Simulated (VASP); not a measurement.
# PbS (Galena) (P1) in VASP: notebook

The runs below take PbS (Galena) through single point, with PBE.

Program: VASP 6.6.1. These are calculated values, not measurements. Logs are shortened: lines on timing, memory, paths and dates and some standing lists are left out, and cuts for length are marked.

### Step 1. The cell of the first run

The typed cell holds 2 atoms: a = 4.194 Å, b = 4.194 Å, c = 4.194 Å, α = 60.00°, β = 60.00°, γ = 60.00°.

### Step 2. Single point, PBE

Input file INCAR:

```
SYSTEM = PbS
PREC = Accurate
ENCUT = 500
EDIFF = 1E-6
ISMEAR = 0
SIGMA = 0.01
LREAL = .FALSE.
LASPH = .TRUE.
NELM = 120
ALGO = Normal
ISIF = 2
LWAVE = .FALSE.
LCHARG = .TRUE.
GGA = PE
LELF = .TRUE.
LVHAR = .TRUE.
NBANDS = 17
GGA_COMPAT = .FALSE.
```

Input file KPOINTS:

```
regular mesh
0
G
  3 3 3
  0 0 0
```

Input file POSCAR:

```
PbS
1.0
    0.0000000000      2.9657500000      2.9657500000
    2.9657500000      0.0000000000      2.9657500000
    2.9657500000      2.9657500000      0.0000000000
Pb S
1 1
Direct
    0.0011841999     -0.0012983500      0.0002808485
    0.4923466559      0.5083910824      0.4981849092
```

Potentials or basis: VASP PAW PBE potentials, release 64 (Pb_d, S).

The run is started by

```sh
> cat potpaw_PBE.64/Pb_d/POTCAR potpaw_PBE.64/S/POTCAR > POTCAR
> mpirun -np 1 vasp_std > vasp.out
```

OUTCAR:

```text
SYSTEM = PbS
   PREC = Accurate
   ENCUT = 500
   EDIFF = 1E-6
   ISMEAR = 0
   LREAL = .FALSE.
   LASPH = .TRUE.
   NELM = 120
   ISIF = 2
   GGA = PE

 ion  position               nearest neighbor table
   1  0.001  0.999  0.000-   2 2.93   2 2.94   2 2.96   2 2.97   2 2.99   2 3.00
   2  0.492  0.508  0.498-   1 2.93   1 2.94   1 2.96   1 2.97   1 2.99   1 3.00

  LATTYP: Found a face centered cubic cell.
 ALAT       =     5.9315000000

  Lattice vectors:

 A1 = (   0.0000000000,   2.9657500000,   2.9657500000)
 A2 = (   2.9657500000,   0.0000000000,   2.9657500000)
 A3 = (   2.9657500000,   2.9657500000,   0.0000000000)

Analysis of symmetry for initial positions (statically):
=====================================================================
 Subroutine PRICEL returns:
 Original cell was already a primitive cell.

 Routine SETGRP: Setting up the symmetry group for a
 face centered cubic supercell.

 Subroutine GETGRP returns: Found  1 space group operations
 (whereof  1 operations were pure point group operations)
 out of a pool of 48 trial point group operations.

The static configuration has the point symmetry C_1 .

Analysis of symmetry for dynamics (positions and initial velocities):
=====================================================================
 Subroutine PRICEL returns:
 Original cell was already a primitive cell.

 Routine SETGRP: Setting up the symmetry group for a
 face centered cubic supercell.

 Subroutine GETGRP returns: Found  1 space group operations
 (whereof  1 operations were pure point group operations)
 out of a pool of 48 trial point group operations.

The dynamic configuration has the point symmetry C_1 .

 Subroutine INISYM returns: Found  1 space group operations
 (whereof  1 operations are pure point group operations),
 and found     1 'primitive' translations

----------------------------------------------------------------------------------------

                                     Primitive cell

  volume of cell :      52.1715

  direct lattice vectors                    reciprocal lattice vectors
     0.000000000  2.965750000  2.965750000    -0.168591419  0.168591419  0.168591419
     2.965750000  0.000000000  2.965750000     0.168591419 -0.168591419  0.168591419
     2.965750000  2.965750000  0.000000000     0.168591419  0.168591419 -0.168591419

  length of vectors
     4.194203873  4.194203873  4.194203873     0.292008903  0.292008903  0.292008903

  position of ions in fractional coordinates (direct lattice)
     0.001184200  0.998701650  0.000280848
     0.492346656  0.508391082  0.498184909

  ion indices of the primitive-cell ions
   primitive index   ion index
                 1           1
                 2           2

----------------------------------------------------------------------------------------

 KPOINTS: regular mesh

Automatic generation of k-mesh.
 Grid dimensions read from file:
 generate k-points for:    3    3    3

 Generating k-lattice:

  Cartesian coordinates                     Fractional coordinates (reciprocal lattice)
    -0.056197140  0.056197140  0.056197140     0.333333333  0.000000000  0.000000000
     0.056197140 -0.056197140  0.056197140     0.000000000  0.333333333  0.000000000
     0.056197140  0.056197140 -0.056197140     0.000000000  0.000000000  0.333333333

  Length of vectors
     0.097336301  0.097336301  0.097336301

  Shift w.r.t. Gamma in fractional coordinates (k-lattice)
     0.000000000  0.000000000  0.000000000

 Subroutine IBZKPT returns following result:
 ===========================================

 Found     14 irreducible k-points:

 Following reciprocal coordinates:
            Coordinates               Weight
  0.000000  0.000000  0.000000      1.000000
  0.333333  0.000000  0.000000      2.000000
  0.000000  0.333333  0.000000      2.000000
  0.000000  0.000000  0.333333      2.000000
  0.333333  0.333333  0.333333      2.000000
  0.333333  0.333333  0.000000      2.000000
  0.000000  0.333333  0.333333      2.000000
  0.333333  0.000000  0.333333      2.000000
 -0.333333  0.333333  0.000000      2.000000
  0.000000 -0.333333  0.333333      2.000000
  0.333333  0.000000 -0.333333      2.000000
  0.333333  0.333333 -0.333333      2.000000
 -0.333333  0.333333 -0.333333      2.000000
  0.333333 -0.333333 -0.333333      2.000000
   k-points           NKPTS =     14   k-points in BZ     NKDIM =     14   number of bands    NBANDS=     17
   number of dos      NEDOS =    301   number of ions     NIONS =      2
   total plane-waves  NPLWV =  32768
   dimension x,y,z NGX =    32 NGY =   32 NGZ =   32
   dimension x,y,z NGXF=    64 NGYF=   64 NGZF=   64
   ions per type =               1   1
   NGX,Y,Z   is equivalent  to a cutoff of  12.68, 12.68, 12.68 a.u.
   NGXF,Y,Z  is equivalent  to a cutoff of  25.37, 25.37, 25.37 a.u.
 SYSTEM =  PbS
   PREC   = accura    normal or accurate (medium, high low for compatibility)
   ISTART =      0    job   : 0-new  1-cont  2-samecut
   ICHARG =      2    charge: 1-file 2-atom 10-const
   ISPIN  =      1    spin polarized calculation?
   LNONCOLLINEAR =      F non collinear calculations
   LSORBIT =      F    spin-orbit coupling
   LASPH  =      T    aspherical Exc in radial PAW
   ENCUT  =  500.0 eV  36.75 Ry    6.06 a.u.   7.65  7.65  7.65*2*pi/ulx,y,z
   NELM   =    120;   NELMIN=  2; NELMDL= -5     # of ELM steps
   EDIFF  = 0.1E-05   stopping-criterion for ELM
   LREAL  =      F    real-space projection
   EDIFFG = 0.1E-04   stopping-criterion for IOM
   NSW    =      0    number of steps for IOM
   IBRION =     -1    ionic relax: 0-MD 1-quasi-New 2-CG
   NFREE  =      0    steps in history (QN), initial steepest desc. (CG)
   ISIF   =      2    stress and relaxation
   ISYM   =      2    0-nonsym 1-usesym 2-fastsym
   POTIM  = 0.5000    time-step for ionic-motion
   TEBEG  =    0.0;   TEEND  =   0.0 temperature during run
   PSTRESS=    0.0 pullay stress
   NELECT =      20.0000    total number of electrons
   NUPDOWN=      -1.0000    fix difference up-down
   EMIN   =  10.00;   EMAX   =-10.00  energy-range for DOS
   EFERMI =   0.00;   METHOD = LEGACY
   ISMEAR =     0;   SIGMA  =   0.01  broadening in eV -4-tet -1-fermi 0-gaus
   EFERMI_NEDOS =   21; number of points for ismear=-14 and -15
   IALGO  =     38    algorithm
   IMIX   =      4    mixing-type and parameters
     AMIX     =   0.40;   BMIX     =  1.00
     AMIX_MAG =   1.60;   BMIX_MAG =  1.00
  volume/ion in A,a.u.               =      26.09       176.04
  Fermi-wavevector in a.u.,A,eV,Ry     =   1.189251  2.247359 19.242973  1.414319
  Thomas-Fermi vector in A             =   2.325363
   LORBIT       =      0    0 simple, 1 ext, 2 COOP (PROOUT), +10 PAW based schemes
   GGA     = PE    functional components
   LHFCALC =     F    Hartree Fock is set to
   AEXX    =    0.0000 exact exchange contribution
   IVDW    =     0    specifies the selected vdW correction
   LEPSILON=     F    determine dielectric tensor
   LRPA    =     F    only Hartree local field effects (RPA)
 non-spin polarized calculation
 Gauss-broadening in eV      SIGMA  =   0.01
  energy-cutoff  :      500.00
  volume of cell :       52.17
 maximum number of plane-waves:      1363
 NGX is ok and might be reduce to    30
   NGX = 15   NGY = 15   NGZ = 15

 number of electron      19.9999999 magnetization

 Free energy of the ion-electron system (eV)
  ---------------------------------------------------
  ext. energy  EPLUGINS =         0.00000000
  ---------------------------------------------------
  free energy    TOTEN  =        -8.87057339 eV

  energy without entropy =       -8.87057339  energy(sigma->0) =       -8.87057339

 E-fermi :   5.1018     XC(G=0):  -9.7007

 val. band max:        5.0558477388   @ k =   0.3333   0.3333   0.3333
 cond. band min:       7.2738352064   @ k =   0.3333   0.3333   0.3333
 fundamental gap:      2.2179874676
 Fermi energy:         5.1017749818

 k-point     1 :       0.0000    0.0000    0.0000
  band No.  band energies     occupation
      1     -11.0298      2.00000
      2     -11.0296      2.00000
      3     -11.0295      2.00000
      4     -11.0149      2.00000
      5     -11.0149      2.00000
      6      -7.8144      2.00000
[... 9 lines left out ...]
     16      12.5482      0.00000
     17      14.4618      0.00000

 k-point     2 :       0.3333    0.0000    0.0000
  band No.  band energies     occupation
      1     -11.0410      2.00000
      2     -11.0409      2.00000
      3     -11.0269      2.00000
      4     -10.9923      2.00000
      5     -10.9922      2.00000
      6      -6.9946      2.00000
[... 9 lines left out ...]
     16      14.5441      0.00000
     17      18.0579      0.00000

 k-point     3 :       0.0000    0.3333    0.0000
  band No.  band energies     occupation
      1     -11.0410      2.00000
      2     -11.0409      2.00000
      3     -11.0269      2.00000
      4     -10.9922      2.00000
      5     -10.9922      2.00000
      6      -6.9948      2.00000
[... 9 lines left out ...]
     16      14.5443      0.00000
     17      18.0586      0.00000

 k-point     4 :       0.0000    0.0000    0.3333
  band No.  band energies     occupation
      1     -11.0412      2.00000
      2     -11.0409      2.00000
      3     -11.0267      2.00000
      4     -10.9923      2.00000
      5     -10.9921      2.00000
      6      -6.9936      2.00000
[... 9 lines left out ...]
     16      14.5422      0.00000
     17      18.0550      0.00000
[... 143 lines left out ...]
      1     -11.1064      2.00000
      2     -11.0203      2.00000
      3     -11.0167      2.00000
      4     -10.9963      2.00000
      5     -10.9829      2.00000
      6      -6.2384      2.00000
[... 9 lines left out ...]
     16      16.0140      0.00000
     17      17.7045      0.00000

 k-point    13 :      -0.3333    0.3333   -0.3333
  band No.  band energies     occupation
      1     -11.1064      2.00000
      2     -11.0197      2.00000
      3     -11.0175      2.00000
      4     -10.9962      2.00000
      5     -10.9827      2.00000
      6      -6.2387      2.00000
[... 9 lines left out ...]
     16      16.0045      0.00000
     17      17.7089      0.00000

 k-point    14 :       0.3333   -0.3333   -0.3333
  band No.  band energies     occupation
      1     -11.1064      2.00000
      2     -11.0199      2.00000
      3     -11.0172      2.00000
      4     -10.9963      2.00000
      5     -10.9828      2.00000
      6      -6.2389      2.00000
[... 9 lines left out ...]
     16      16.0084      0.00000
     17      17.7066      0.00000

------------------------ aborting loop because EDIFF is reached ----------------------------------------

  FORCE on cell =-STRESS in cart. coord.  units (eV):
  Direction    XX          YY          ZZ          XY          YZ          ZX
  --------------------------------------------------------------------------------------
  -------------------------------------------------------------------------------------
  Total        0.3656260      0.3741022      0.3578127     -0.0009494     -0.0001229      0.0000747
  in kB       11.2283000     11.4886040     10.9883557     -0.0291555     -0.0037752      0.0022939
  external PRESSURE =      11.2350866 kB  Pullay stress =       0.0000000 kB

 VOLUME and BASIS-vectors are now :
 -----------------------------------------------------------------------------
  energy-cutoff  :      500.00
  volume of cell :       52.17
      direct lattice vectors                 reciprocal lattice vectors
     0.000000000  2.965750000  2.965750000    -0.168591419  0.168591419  0.168591419
     2.965750000  0.000000000  2.965750000     0.168591419 -0.168591419  0.168591419
     2.965750000  2.965750000  0.000000000     0.168591419  0.168591419 -0.168591419

 POSITION                                       TOTAL-FORCE (eV/Angst)
 -----------------------------------------------------------------------------------
      2.96273      0.00434      2.96541         0.006260     -0.009145      0.000697
      2.98525      2.93767      2.96794        -0.006260      0.009145     -0.000697
 -----------------------------------------------------------------------------------
    total drift:                                0.000037     -0.000165      0.000022

  FREE ENERGIE OF THE ION-ELECTRON SYSTEM (eV)
  ---------------------------------------------------
  free  energy   TOTEN  =        -8.8705733933 eV

  energy  without entropy=       -8.8705733933  energy(sigma->0) =       -8.87057339
```

It took 13 s on 1 thread of AMD EPYC 7R43 (Zen 3), shared host; peak memory 0.14 GiB.

What came out:

```
Free energy            : -8.8706 eV
Pressure               : 1.1 GPa
Largest force          : 0.011 eV/Å
Band gap on the k mesh : 2.22 eV, direct
```

Forces on the atoms (eV/Å):
```
Pb   0.006 -0.009  0.001
S   -0.006  0.009 -0.001
```

Levels at points of the mesh, in eV from the valence-band top:
```
           k point  band 8  band 9  band 10  band 11  band 12  band 13
(0.00, 0.00, 0.00)   -1.45   -1.44    -1.44     5.95     5.95     5.97
```

Caveat: the k points lie up to 0.61 Å⁻¹ apart; spin-orbit coupling is left out, which moves the levels of the heavy elements.

[end of part 1 of 2]
